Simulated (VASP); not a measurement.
**Cd: single point with RPBE**

The system is Cd.

```
Cd
1.0
     2.97887    0.00000    0.00000
    -1.48944    2.57978    0.00000
     0.00000    0.00000    5.61765
Cd
2
Direct
  0.66667 0.33333 0.75000
  0.33333 0.66667 0.25000
```

* Program: VASP 6.6.1
* Task: single point
* Functional: RPBE
* Potentials or basis: VASP PAW PBE potentials, release 64 (Cd_sv_GW)
* Cutoff: 470 eV
* k mesh: 6 × 6 × 3
* Occupations: fermi-dirac, width 0.05 eV
* Spin: no spin polarisation
* Dipole correction: no
* k mesh for the DOS: 9 × 9 × 5
* Occupations for the DOS: tetrahedron
* Further INCAR settings: ALGO = Normal; EDIFF = 1e-06

| Property | Result |
| --- | --- |
| Valence electrons inside the program's atomic spheres | Cd 17.70 |

Levels at points of the mesh, in eV from the Fermi level:
```tsv
k point	band 17	band 18	band 19	band 20	band 21	band 22	band 23	band 24
(0.00, 0.00, 0.00)	-8.80	-8.55	-8.55	-3.06	-3.03	10.33	13.65	14.80
```

Run time: 21 s on 1 thread of Intel(R) Xeon(R) 6975P-C (Granite Rapids) (shared host), peak memory 0.17 GiB.

Caveat: the k points lie up to 0.41 Å⁻¹ apart.
